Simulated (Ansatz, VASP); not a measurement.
# One calculation of W, two programs

```
W
1.0
    -1.46354    1.46354    1.90261
     1.46354   -1.46354    1.90261
     1.46354    1.46354   -1.90261
W
1
Direct
  0.00000 0.00000 0.00000
```

Alike in both runs: task single point; functional PBEsol; k mesh 24 × 24 × 24; occupations gaussian, width 0.15 eV; no spin polarisation.

|  | VASP | Ansatz |
| --- | --- | --- |
| version | VASP 6.6.1 | Ansatz 0.2.0 |
| potentials or method | VASP PAW PBE potentials, release 64 (W_sv), cutoff 520 eV | scalar-relativistic, plane waves, PAW |
| valence electrons in the cell | 14 | 14 |

Ansatz gave:

* gap on the k mesh at the Fermi level (eV): none
* pressure (GPa): -6.2
* traceless stress, the component that is largest in VASP (GPa): -14.96

Problem. What did VASP give for the same quantities?

Solution. gap on the k mesh at the Fermi level (eV): none; pressure (GPa): -5.7; traceless stress, the component that is largest in VASP (GPa): -15.06.

VASP's potentials were made for PBE, not for PBEsol. A gap of «none» marks a metal or a gap that the smearing closes.

Spin-orbit coupling is off throughout.
